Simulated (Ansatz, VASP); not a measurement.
# BN in VASP and in Ansatz

INCAR

```
SYSTEM = BN
  ALGO = Normal
  EDIFF = 1E-7
  ENCUT = 520
  GGA = PE
  ISIF = 2
  ISMEAR = 0
  LASPH = .True.
  LCHARG = .False.
  LREAL = .False.
  LWAVE = .False.
  NBANDS = 11
  NELM = 80
  PREC = Accurate
  SIGMA = 0.02
```

Contents of KPOINTS:

```
k-points
0
Gamma
  8 8 8
  0 0 0
```

POSCAR

```
BN
1.0
    0.0000000000      3.4953158300      2.1660912400
    1.2516321000      0.0000000000      2.1660912400
    1.2516321000      3.4953158300      0.0000000000
B N
1 1
Direct
    0.0000486500      0.0000486500      0.9999513500
    0.6666513400      0.6666513400      0.3333486600
```

Input for Ansatz:

```yaml
crystal:
  lattice:
    - [0.0, 3.49531583, 2.16609124]
    - [1.2516321, 0.0, 2.16609124]
    - [1.2516321, 3.49531583, 0.0]
  atoms:
    - { symbol: B, position: [4.865e-05, 4.865e-05, 0.99995135] }
    - { symbol: "N", position: [0.66665134, 0.66665134, 0.33334866] }
basis:
  ecutwfc: 420
kpoints:
  mp_grid: { grid: [8, 8, 8] }
hamiltonian:
  xc: pbe
scf:
  occupations: { method: gaussian, width: 0.02 }
output:
  forces: true
  stress: true
  eigenvalues: true
```

Alike in both runs: task single point; functional PBE; k mesh 8 × 8 × 8; occupations gaussian, width 0.02 eV; no spin polarisation.

```csv
,VASP,Ansatz
version,VASP 6.6.1,Ansatz 0.2.0
potentials or method,"VASP PAW PBE potentials, release 64 (B, N), cutoff 520 eV","scalar-relativistic, plane waves, PAW"
valence electrons in the cell,8,8
```

```csv
,VASP,Ansatz,Ansatz less VASP
gap on the k mesh at the Fermi level (eV),3.82,3.83,+0.008
least direct gap on the mesh (eV),4.80,4.81,+0.004
pressure (GPa),3.3,3.2,-0.06
"traceless stress, the component that is largest in VASP (GPa)",-1.70,-1.49,+0.207
rms of the force components (eV/Å),0.006,0.006,-0.0001
```

Atom by atom the forces differ by 0.000 eV/Å (rms over components).
